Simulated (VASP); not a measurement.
# AlN (rocksalt type) (Fm-3m) in VASP: further runs

AlN (rocksalt type) is run at these levels: PBE; tasks: electric field gradients.

Program: VASP 6.6.1. These are calculated values, not measurements. Logs are shortened: lines on timing, memory, paths and dates and some standing lists are left out, and cuts for length are marked.

### 1 The cell of the first run

Symmetry: Fm-3m, No. 225, cubic system. The conventional cell has a = 4.071 Å, b = 4.071 Å, c = 4.071 Å, α = 90.00°, β = 90.00°, γ = 90.00°. Within 2.7 Å of Al (site symmetry m-3m) lie 6 N at 2.04 Å. Within 2.7 Å of N (site symmetry m-3m) lie 6 Al at 2.04 Å.

### 2 Electric field gradients, PBE

File INCAR:

```
  ALGO = Normal
  EDIFF = 1E-8
  ENCUT = 520
  GGA = PE
  ISIF = 2
  ISMEAR = -1
  LASPH = T
  LCHARG = F
  LEFG = T
  LREAL = F
  LWAVE = F
  NBANDS = 11
  NELM = 100
  PREC = Accurate
  SIGMA = 0.03
```

File KPOINTS:

```
k-points
0
Gamma
  14 14 14
```

File POSCAR:

```
AlN
1.0
    0.0000000000      2.0352543366      2.0352543366
    2.0352543366      0.0000000000      2.0352543366
    2.0352543366      2.0352543366      0.0000000000
Al N
1 1
Direct
    0.0000000000      0.0000000000      0.0000000000
    0.5000000000      0.5000000000      0.5000000000
```

Potentials or basis: VASP PAW PBE potentials, release 64 (Al, N).

Started as:

```
cat potpaw_PBE.64/Al/POTCAR potpaw_PBE.64/N/POTCAR > POTCAR
mpirun -np 1 vasp_std > vasp.out
```

OUTCAR:

```text
EDIFF = 1E-8
   ENCUT = 520
   GGA = PE
   ISIF = 2
   ISMEAR = -1
   LASPH = T
   LREAL = F
   NELM = 100
   PREC = Accurate

 ion  position               nearest neighbor table
   1  0.000  0.000  0.000-   2 2.04   2 2.04   2 2.04   2 2.04   2 2.04   2 2.04
   2  0.500  0.500  0.500-   1 2.04   1 2.04   1 2.04   1 2.04   1 2.04   1 2.04

  LATTYP: Found a face centered cubic cell.
 ALAT       =     4.0705086732

  Lattice vectors:

 A1 = (   0.0000000000,   2.0352543366,   2.0352543366)
 A2 = (   2.0352543366,   0.0000000000,   2.0352543366)
 A3 = (   2.0352543366,   2.0352543366,   0.0000000000)

Analysis of symmetry for initial positions (statically):
=====================================================================
 Subroutine PRICEL returns:
 Original cell was already a primitive cell.

 Routine SETGRP: Setting up the symmetry group for a
 face centered cubic supercell.

 Subroutine GETGRP returns: Found 48 space group operations
 (whereof 48 operations were pure point group operations)
 out of a pool of 48 trial point group operations.

The static configuration has the point symmetry O_h .

Analysis of symmetry for dynamics (positions and initial velocities):
=====================================================================
 Subroutine PRICEL returns:
 Original cell was already a primitive cell.

 Routine SETGRP: Setting up the symmetry group for a
 face centered cubic supercell.

 Subroutine GETGRP returns: Found 48 space group operations
 (whereof 48 operations were pure point group operations)
 out of a pool of 48 trial point group operations.

The dynamic configuration has the point symmetry O_h .

 Subroutine INISYM returns: Found 48 space group operations
 (whereof 48 operations are pure point group operations),
 and found     1 'primitive' translations

----------------------------------------------------------------------------------------

                                     Primitive cell

  volume of cell :      16.8611

  direct lattice vectors                    reciprocal lattice vectors
     0.000000000  2.035254337  2.035254337    -0.245669542  0.245669542  0.245669542
     2.035254337  0.000000000  2.035254337     0.245669542 -0.245669542  0.245669542
     2.035254337  2.035254337  0.000000000     0.245669542  0.245669542 -0.245669542

  length of vectors
     2.878284286  2.878284286  2.878284286     0.425512128  0.425512128  0.425512128

  position of ions in fractional coordinates (direct lattice)
     0.000000000  0.000000000  0.000000000
     0.500000000  0.500000000  0.500000000

  ion indices of the primitive-cell ions
   primitive index   ion index
                 1           1
                 2           2

----------------------------------------------------------------------------------------

 KPOINTS: k-points

Automatic generation of k-mesh.
 Grid dimensions read from file:
 generate k-points for:   14   14   14

 Generating k-lattice:

  Cartesian coordinates                     Fractional coordinates (reciprocal lattice)
    -0.017547824  0.017547824  0.017547824     0.071428571  0.000000000  0.000000000
     0.017547824 -0.017547824  0.017547824     0.000000000  0.071428571  0.000000000
     0.017547824  0.017547824 -0.017547824     0.000000000  0.000000000  0.071428571

  Length of vectors
     0.030393723  0.030393723  0.030393723

  Shift w.r.t. Gamma in fractional coordinates (k-lattice)
     0.000000000  0.000000000  0.000000000

 Subroutine IBZKPT returns following result:
 ===========================================

 Found    104 irreducible k-points:

 Following reciprocal coordinates:
            Coordinates               Weight
  0.000000  0.000000  0.000000      1.000000
  0.071429  0.000000  0.000000      8.000000
  0.142857  0.000000  0.000000      8.000000
  0.214286  0.000000  0.000000      8.000000
  0.285714  0.000000  0.000000      8.000000
  0.357143  0.000000  0.000000      8.000000
[... 16 lines left out ...]
  0.214286  0.142857  0.000000     24.000000
  0.285714  0.142857  0.000000     24.000000
 [... further k-points ...]
   k-points           NKPTS =    104   k-points in BZ     NKDIM =    104   number of bands    NBANDS=     11
   number of dos      NEDOS =    301   number of ions     NIONS =      2
   total plane-waves  NPLWV =  13824
   dimension x,y,z NGX =    24 NGY =   24 NGZ =   24
   dimension x,y,z NGXF=    48 NGYF=   48 NGZF=   48
   ions per type =               1   1
   NGX,Y,Z   is equivalent  to a cutoff of  13.86, 13.86, 13.86 a.u.
   NGXF,Y,Z  is equivalent  to a cutoff of  27.72, 27.72, 27.72 a.u.
 SYSTEM =  unknown system
   PREC   = accura    normal or accurate (medium, high low for compatibility)
   ISTART =      0    job   : 0-new  1-cont  2-samecut
   ICHARG =      2    charge: 1-file 2-atom 10-const
   ISPIN  =      1    spin polarized calculation?
   LNONCOLLINEAR =      F non collinear calculations
   LSORBIT =      F    spin-orbit coupling
   LASPH  =      T    aspherical Exc in radial PAW
   ENCUT  =  520.0 eV  38.22 Ry    6.18 a.u.   5.35  5.35  5.35*2*pi/ulx,y,z
   NELM   =    100;   NELMIN=  2; NELMDL= -5     # of ELM steps
   EDIFF  = 0.1E-07   stopping-criterion for ELM
   LREAL  =      F    real-space projection
   EDIFFG = 0.1E-06   stopping-criterion for IOM
   NSW    =      0    number of steps for IOM
   IBRION =     -1    ionic relax: 0-MD 1-quasi-New 2-CG
   NFREE  =      0    steps in history (QN), initial steepest desc. (CG)
   ISIF   =      2    stress and relaxation
   ISYM   =      2    0-nonsym 1-usesym 2-fastsym
   POTIM  = 0.5000    time-step for ionic-motion
   TEBEG  =    0.0;   TEEND  =   0.0 temperature during run
   PSTRESS=    0.0 pullay stress
   NELECT =       8.0000    total number of electrons
   NUPDOWN=      -1.0000    fix difference up-down
   EMIN   =  10.00;   EMAX   =-10.00  energy-range for DOS
   EFERMI =   0.00;   METHOD = LEGACY
   ISMEAR =    -1;   SIGMA  =   0.03  broadening in eV -4-tet -1-fermi 0-gaus
   EFERMI_NEDOS =   21; number of points for ismear=-14 and -15
   IALGO  =     38    algorithm
   IMIX   =      4    mixing-type and parameters
     AMIX     =   0.40;   BMIX     =  1.00
     AMIX_MAG =   1.60;   BMIX_MAG =  1.00
  volume/ion in A,a.u.               =       8.43        56.89
  Fermi-wavevector in a.u.,A,eV,Ry     =   1.276859  2.412913 22.182502  1.630368
  Thomas-Fermi vector in A             =   2.409491
   LORBIT       =      0    0 simple, 1 ext, 2 COOP (PROOUT), +10 PAW based schemes
   GGA     = PE    functional components
   LHFCALC =     F    Hartree Fock is set to
   AEXX    =    0.0000 exact exchange contribution
   IVDW    =     0    specifies the selected vdW correction
   LEPSILON=     F    determine dielectric tensor
   LRPA    =     F    only Hartree local field effects (RPA)
 non-spin polarized calculation
  energy-cutoff  :      520.00
  volume of cell :       16.86
 maximum number of plane-waves:       467
 NGX is ok and might be reduce to    24
   NGX = 11   NGY = 11   NGZ = 11

 number of electron       8.0000000 magnetization

 Free energy of the ion-electron system (eV)
  ---------------------------------------------------
  ext. energy  EPLUGINS =         0.00000000
  ---------------------------------------------------
  free energy    TOTEN  =       -14.54594687 eV

  energy without entropy =      -14.54594687  energy(sigma->0) =      -14.54594687

 E-fermi :  10.3678     XC(G=0): -12.1914

 val. band max:        9.7038989513   @ k =   0.0000   0.0000   0.0000
 cond. band min:      14.1173539042   @ k =   0.5000   0.5000   0.0000
 fundamental gap:      4.4134549529
 Fermi energy:        10.3677590525

 k-point     1 :       0.0000    0.0000    0.0000
  band No.  band energies     occupation
      1      -7.6670      2.00000
      2       9.7039      2.00000
      3       9.7039      2.00000
      4       9.7039      2.00000
      5      15.0949      0.00000
      6      21.8059      0.00000
      7      21.8059      0.00000
      8      21.8059      0.00000
      9      26.8927      0.00000
     10      27.3455      0.00000
     11      27.3455      0.00000

 k-point     2 :       0.0714    0.0000    0.0000
  band No.  band energies     occupation
      1      -7.5639      2.00000
      2       9.1502      2.00000
      3       9.6422      2.00000
      4       9.6422      2.00000
      5      15.4627      0.00000
      6      21.2503      0.00000
      7      21.9653      0.00000
      8      21.9653      0.00000
      9      26.1922      0.00000
     10      26.1922      0.00000
     11      27.6391      0.00000

 k-point     3 :       0.1429    0.0000    0.0000
  band No.  band energies     occupation
      1      -7.2596      2.00000
      2       7.8422      2.00000
      3       9.4764      2.00000
      4       9.4764      2.00000
      5      16.1339      0.00000
      6      20.4844      0.00000
      7      22.2674      0.00000
      8      22.2674      0.00000
      9      25.2054      0.00000
     10      25.2054      0.00000
     11      27.4500      0.00000

 k-point     4 :       0.2143    0.0000    0.0000
  band No.  band energies     occupation
      1      -6.7694      2.00000
      2       6.2376      2.00000
      3       9.2533      2.00000
      4       9.2533      2.00000
      5      16.4469      0.00000
      6      20.4047      0.00000
      7      22.1443      0.00000
      8      22.1443      0.00000
      9      25.2761      0.00000
     10      25.2761      0.00000
     11      26.8733      0.00000
[... 239 lines left out ...]
 k-point    22 :       0.1429    0.1429    0.0000
  band No.  band energies     occupation
      1      -7.1257      2.00000
      2       8.0089      2.00000
      3       9.0263      2.00000
      4       9.0263      2.00000
      5      16.6628      0.00000
      6      19.3157      0.00000
      7      22.5162      0.00000
      8      22.9109      0.00000
      9      22.9109      0.00000
     10      27.9915      0.00000
     11      29.4360      0.00000

 k-point    23 :       0.2143    0.1429    0.0000
  band No.  band energies     occupation
      1      -6.7665      2.00000
      2       6.9945      2.00000
      3       8.7377      2.00000
      4       8.7840      2.00000
      5      17.1906      0.00000
      6      18.7402      0.00000
      7      21.3705      0.00000
      8      23.2601      0.00000
      9      23.6246      0.00000
     10      27.8051      0.00000
     11      29.5165      0.00000

 k-point    24 :       0.2857    0.1429    0.0000
  band No.  band energies     occupation
      1      -6.2370      2.00000
      2       5.6313      2.00000
      3       8.4601      2.00000
      4       8.4862      2.00000
      5      17.2847      0.00000
      6      19.0263      0.00000
      7      20.4565      0.00000
      8      23.1186      0.00000
      9      24.5587      0.00000
     10      28.1711      0.00000
     11      29.2333      0.00000

 [... further k-points ...]
[... 5 lines left out ...]
  --------------------------------------------------------------------------------------
  -------------------------------------------------------------------------------------
  Total       -0.0277139     -0.0277139     -0.0277139     -0.0000000     -0.0000000     -0.0000000
  in kB       -2.6334329     -2.6334329     -2.6334329     -0.0000000     -0.0000000     -0.0000000
  external PRESSURE =      -2.6334329 kB  Pullay stress =       0.0000000 kB

 VOLUME and BASIS-vectors are now :
 -----------------------------------------------------------------------------
  energy-cutoff  :      520.00
  volume of cell :       16.86
      direct lattice vectors                 reciprocal lattice vectors
     0.000000000  2.035254337  2.035254337    -0.245669542  0.245669542  0.245669542
     2.035254337  0.000000000  2.035254337     0.245669542 -0.245669542  0.245669542
     2.035254337  2.035254337  0.000000000     0.245669542  0.245669542 -0.245669542

 POSITION                                       TOTAL-FORCE (eV/Angst)
 -----------------------------------------------------------------------------------
      0.00000      0.00000      0.00000        -0.000000     -0.000000     -0.000000
      2.03525      2.03525      2.03525         0.000000      0.000000      0.000000
 -----------------------------------------------------------------------------------
    total drift:                               -0.000000     -0.000000      0.000000

  FREE ENERGIE OF THE ION-ELECTRON SYSTEM (eV)
  ---------------------------------------------------
  free  energy   TOTEN  =       -14.5459468722 eV

  energy  without entropy=      -14.5459468722  energy(sigma->0) =      -14.54594687

 Electric field gradients (V/A^2)
---------------------------------------------------------------------
 ion       V_xx      V_yy      V_zz      V_xy      V_xz      V_yz
---------------------------------------------------------------------
   1       0.000     0.000     0.000     0.000     0.000     0.000
   2      -0.000     0.000     0.000    -0.000    -0.000    -0.000
---------------------------------------------------------------------

 Electric field gradients after diagonalization (V/A^2)
 (convention: |V_zz| > |V_xx| > |V_yy|)
----------------------------------------------------------------------
 ion       V_xx      V_yy      V_zz     asymmetry (V_yy - V_xx)/ V_zz
----------------------------------------------------------------------
   1      -0.000    -0.000     0.000       0.000
   2       0.000     0.000    -0.001       0.000
----------------------------------------------------------------------

           NMR quadrupolar parameters

 Cq : quadrupolar parameter    Cq=e*Q*V_zz/h
 eta: asymmetry parameters     (V_yy - V_xx)/ V_zz
 Q  : nuclear electric quadrupole moment in mb (millibarn)
----------------------------------------------------------------------
 ion       Cq(MHz)       eta       Q (mb)
----------------------------------------------------------------------
   1       0.000       0.000       1.000
   2      -0.000       0.000       1.000
----------------------------------------------------------------------
```

Run time: 18 s. Hardware: 1 thread of Intel Xeon Platinum 8259CL at 2.50GHz (Skylake/Cascade Lake), shared host; peak memory 0.14 GiB.

Results:

```
Free energy            : -14.5459 eV
Pressure               : -0.3 GPa
Band gap on the k mesh : 4.41 eV, indirect (least direct gap 5.39 eV)
```

Levels at points of the mesh, in eV from the valence-band top:
| k point | band 2 | band 3 | band 4 | band 5 | band 6 | band 7 |
| --- | --- | --- | --- | --- | --- | --- |
| (0.00, 0.00, 0.00) | 0.00 | 0.00 | 0.00 | 5.39 | 12.10 | 12.10 |
| (0.50, 0.00, 0.00) | -8.18 | -1.04 | -1.04 | 6.01 | 10.84 | 10.84 |
| (0.50, 0.50, 0.00) | -7.25 | -2.75 | -2.75 | 4.41 | 5.34 | 13.80 |

Caveat: without QUAD_EFG the Cq values of the log hold for a quadrupole moment of 1 mb, not for the nuclei. A k mesh can miss the band edges.

### 3 Electric field gradients, PBE

File INCAR:

```
SYSTEM = AlN
PREC     = Accurate       ! precision mode
ENCUT    = 520            ! plane-wave cutoff, eV
EDIFF    = 1E-8           ! SCF threshold, eV
ISMEAR   = -1             ! smearing method
SIGMA    = 0.03           ! smearing width, eV
LREAL    = .FALSE.        ! projectors in reciprocal space
LASPH    = .TRUE.         ! aspherical terms in the spheres
NELM     = 100            ! most SCF steps
ALGO     = Normal         ! electronic algorithm
ISIF     = 2              ! what is computed and relaxed
LWAVE    = .FALSE.        ! write WAVECAR
LCHARG   = .FALSE.        ! write CHGCAR
GGA      = PE             ! functional
LEFG     = .TRUE.       
NBANDS   = 11             ! bands
```

File KPOINTS:

```
regular mesh
0
G
  14 14 14
  0 0 0
```

POSCAR is that of step 2.

Potentials or basis: VASP PAW PBE potentials, release 64 (Al, N).

Started as:

```
cat potpaw_PBE.64/Al/POTCAR potpaw_PBE.64/N/POTCAR > POTCAR
mpirun -np 1 vasp_std > vasp.out
```

OUTCAR:

```text
SYSTEM = AlN
   PREC = Accurate
   ENCUT = 520
   EDIFF = 1E-8
   ISMEAR = -1
   LREAL = .FALSE.
   LASPH = .TRUE.
   NELM = 100
   ISIF = 2
   GGA = PE

 ion  position               nearest neighbor table
   1  0.000  0.000  0.000-   2 2.04   2 2.04   2 2.04   2 2.04   2 2.04   2 2.04
   2  0.500  0.500  0.500-   1 2.04   1 2.04   1 2.04   1 2.04   1 2.04   1 2.04

  LATTYP: Found a face centered cubic cell.
 ALAT       =     4.0705086732

  Lattice vectors:

 A1 = (   0.0000000000,   2.0352543366,   2.0352543366)
[... 549 lines left out ...]
  ---------------------------------------------------
  free  energy   TOTEN  =       -14.5459468722 eV

  energy  without entropy=      -14.5459468722  energy(sigma->0) =      -14.54594687

 Electric field gradients (V/A^2)
---------------------------------------------------------------------
 ion       V_xx      V_yy      V_zz      V_xy      V_xz      V_yz
---------------------------------------------------------------------
   1       0.000     0.000     0.000     0.000     0.000     0.000
   2      -0.000     0.000     0.000    -0.000    -0.000    -0.000
---------------------------------------------------------------------

 Electric field gradients after diagonalization (V/A^2)
 (convention: |V_zz| > |V_xx| > |V_yy|)
----------------------------------------------------------------------
 ion       V_xx      V_yy      V_zz     asymmetry (V_yy - V_xx)/ V_zz
----------------------------------------------------------------------
   1      -0.000    -0.000     0.000       0.000
   2       0.000     0.000    -0.001       0.000
----------------------------------------------------------------------

           NMR quadrupolar parameters

 Cq : quadrupolar parameter    Cq=e*Q*V_zz/h
 eta: asymmetry parameters     (V_yy - V_xx)/ V_zz
 Q  : nuclear electric quadrupole moment in mb (millibarn)
----------------------------------------------------------------------
 ion       Cq(MHz)       eta       Q (mb)
----------------------------------------------------------------------
   1       0.000       0.000       1.000
   2      -0.000       0.000       1.000
----------------------------------------------------------------------
```

OSZICAR:

```text
N       E                     dE             d eps       ncg     rms          rms(c)
DAV:   1     0.110828998370E+02    0.11083E+02   -0.40010E+03  2360   0.620E+02
DAV:   2    -0.154933759818E+02   -0.26576E+02   -0.25209E+02  2797   0.139E+02
DAV:   3    -0.162701262455E+02   -0.77675E+00   -0.77576E+00  2753   0.216E+01
DAV:   4    -0.162732629237E+02   -0.31367E-02   -0.31365E-02  2546   0.152E+00
DAV:   5    -0.162732906776E+02   -0.27754E-04   -0.27754E-04  2704   0.136E-01    0.752E+00
DAV:   6    -0.145640157142E+02    0.17093E+01   -0.75882E+00  2513   0.145E+01    0.265E+00
DAV:   7    -0.145519709278E+02    0.12045E-01   -0.17746E-01  2537   0.308E+00    0.176E+00
DAV:   8    -0.145462930626E+02    0.56779E-02   -0.16643E-02  2435   0.112E+00    0.336E-01
DAV:   9    -0.145458917609E+02    0.40130E-03   -0.17095E-03  2620   0.243E-01    0.148E-01
DAV:  10    -0.145459532312E+02   -0.61470E-04   -0.14914E-04  2549   0.896E-02    0.408E-02
DAV:  11    -0.145459472761E+02    0.59552E-05   -0.19611E-05  2666   0.247E-02    0.796E-03
DAV:  12    -0.145459469326E+02    0.34352E-06   -0.64765E-07  2557   0.681E-03    0.144E-03
DAV:  13    -0.145459468802E+02    0.52359E-07   -0.14106E-08  2533   0.772E-04    0.175E-04
DAV:  14    -0.145459468616E+02    0.18619E-07   -0.54296E-10  1363   0.192E-04    0.292E-04
DAV:  15    -0.145459468717E+02   -0.10107E-07   -0.11674E-10  1294   0.793E-05    0.167E-05
DAV:  16    -0.145459468722E+02   -0.48453E-09   -0.57716E-12  1288   0.286E-05
   1 F= -.14545947E+02 E0= -.14545947E+02  d E =-.877962E-12
```

Wall time 18 s (1 thread of Intel Xeon Platinum 8259CL at 2.50GHz (Skylake/Cascade Lake), shared host); peak memory 0.14 GiB.

What came out:

```yaml
Free_energy: -14.5459 eV
Pressure: -0.3 GPa
Band_gap_on_the_k_mesh: 4.41 eV, indirect (least direct gap 5.39 eV)
```

Caveat: without QUAD_EFG the Cq values of the log hold for a quadrupole moment of 1 mb, not for the nuclei. PBE gaps usually lie below the measured ones, often by a third to a half.
